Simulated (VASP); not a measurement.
Here is a VASP 6.6.1 calculation.

Contents of INCAR:

```
SYSTEM = C
PREC = Accurate ; ENCUT = 520
EDIFF = 1E-6 ; ISMEAR = 0
SIGMA = 0.05 ; LREAL = .FALSE.
LASPH = .TRUE. ; NELM = 60
ALGO = Normal ; ISIF = 2
LWAVE = .FALSE. ; LCHARG = .FALSE.
GGA = PS ; IVDW = 12
NBANDS = 11
```

KPOINTS

```
regular mesh
0
G
  15 15 15
  0 0 0
```

The input POSCAR:

```
C
1.0
    1.2085210405      0.6977399481      3.2281429160
   -1.2085210405      0.6977399481      3.2281429160
    0.0000000000     -1.3954798961      3.2281429160
C
2
Direct
    0.1665836162      0.1665836162      0.1665836162
    0.8334163838      0.8334163838      0.8334163838
```

Potentials or basis: VASP PAW PBE potentials, release 64 (C).

Command:

```bash
$ cat potpaw_PBE.64/C/POTCAR > POTCAR
$ mpirun -np 1 vasp_std > vasp.out
```

(1) Estimate the dispersion energy per atom.

(2) Estimate the pressure.

Answers

(1) -0.114 eV.

(2) 17.7 GPa.

Caveat: the stress differs along the axes, from 1 to 26 GPa; the PAW data sets were made with another functional, which shifts forces and pressure a little.
